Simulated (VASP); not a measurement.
Runs of VASP 6.6.1 on Ge. The structure is that of space group P6_3/mmc (No. 194), or close to it. The cells are those of the table. 

```tsv
cell	gap on the mesh (eV)	pressure (GPa)	largest force (eV/Å)
a = 3.914, b = 3.914, c = 6.475 Å, angles 90.0, 90.0, 120.0°, 4 atoms	0.25	5.0	0.01
a = 3.996, b = 3.996, c = 6.603 Å, angles 90.0, 90.0, 120.0°, 4 atoms	0.08	0.0	-
a = 3.876, b = 3.876, c = 6.722 Å, angles 90.0, 90.0, 120.0°, 4 atoms	0.21	(a)	0.28
a = 3.618, b = 3.618, c = 6.031 Å, angles 90.0, 90.0, 120.0°, 4 atoms	0.10	(b)	-
a = 3.960, b = 3.960, c = 6.549 Å, angles 90.0, 90.0, 120.0°, 4 atoms	0.15	2.0	-
a = 3.936, b = 3.936, c = 6.627 Å, angles 90.0, 90.0, 120.0°, 4 atoms	0.31	2.0	-
```

Alike in all rows: task single point; level r2SCAN; potentials or basis VASP PAW PBE potentials, release 64 (Ge_d); no spin polarisation; k mesh 12 × 12 × 6; cutoff (eV) 520; smearing gaussian 0.01 eV.

Q: Estimate the missing entries.

A: (a) 3.6; (b) 40.2.

Caveats: the PAW data sets were made with another functional, which shifts forces and pressure a little.

A k mesh can miss the band edges, and the runs leave out spin-orbit coupling on Ge.
